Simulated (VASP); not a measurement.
**GaAs (zincblende type): single point with LDA**

GaAs (zincblende type):

```
Ga As
1.0
     0.00000    2.68486    2.68486
     2.68486    0.00000    2.68486
     2.68486    2.68486    0.00000
Ga As
1 1
Direct
  0.00000 0.00000 0.00000
  0.25000 0.25000 0.25000
```

| Quantity | Value |
| --- | --- |
| Program | VASP 6.6.1 |
| Task | single point |
| Functional | LDA |
| Potentials or basis | VASP PAW LDA potentials, release 64 (Ga_d, As) |
| Cutoff | 520 eV |
| k mesh | 13 × 13 × 13 |
| Occupations | fermi-dirac, width 0.08 eV |
| Spin | no spin polarisation |
| Dipole correction | no |
| k mesh for the DOS | 20 × 20 × 20 |
| Occupations for the DOS | tetrahedron |
| Further INCAR settings | ALGO = Normal; EDIFF = 1e-06; NBANDS = 16 |

| Property | Result |
| --- | --- |
| Valence electrons inside the program's atomic spheres | Ga 11.91; As 2.97 |

Levels at points of the mesh, in eV from the valence-band top:
```tsv
k point	band 7	band 8	band 9	band 10	band 11	band 12
(0.00, 0.00, 0.00)	0.00	0.00	0.00	1.55	3.69	3.69
(0.50, 0.00, 0.00)	-7.64	-1.40	-1.40	1.33	4.61	4.61
(0.50, 0.50, 0.00)	-7.67	-3.29	-3.29	1.02	1.42	11.32
```

Run time: 3 min on 1 thread of Intel Xeon 8259CL (shared host), peak memory 0.27 GiB.
